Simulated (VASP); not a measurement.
A run of VASP 6.6.1:

Contents of INCAR:

```
PREC = Accurate ; ENCUT = 520
EDIFF = 1E-7 ; ISMEAR = -1
SIGMA = 0.1 ; LREAL = False
LASPH = True ; NELM = 100
ALGO = Normal ; ISIF = 2
LWAVE = False ; LCHARG = False
GGA = PE ; NBANDS = 17
```

The input KPOINTS:

```
Automatic mesh
0
Gamma
  14 14 14
```

Contents of POSCAR:

```
SnSe
1.0
    0.0000000000      2.9045087710      2.9045087710
    2.9045087710      0.0000000000      2.9045087710
    2.9045087710      2.9045087710      0.0000000000
Sn Se
1 1
Direct
    0.0000000000      0.0000000000      0.0000000000
    0.5000000000      0.5000000000      0.5000000000
```

Potentials or basis: VASP PAW PBE potentials, release 64 (Sn_d, Se).

The run is started by

```bash
$ cat potpaw_PBE.64/Sn_d/POTCAR potpaw_PBE.64/Se/POTCAR > POTCAR
$ mpirun -np 1 vasp_std > vasp.out
```

Hardware: 1 thread of AMD EPYC 9R45 96-Core Processor (Zen 5), on a shared host.

Question: Estimate the wall time of this run.

Answer: It took 38 s on 1 thread of AMD EPYC 9R45 96-Core Processor (Zen 5), with other jobs on the host, peak memory 0.21 GiB. Counts: scf iterations 12, k points 104.
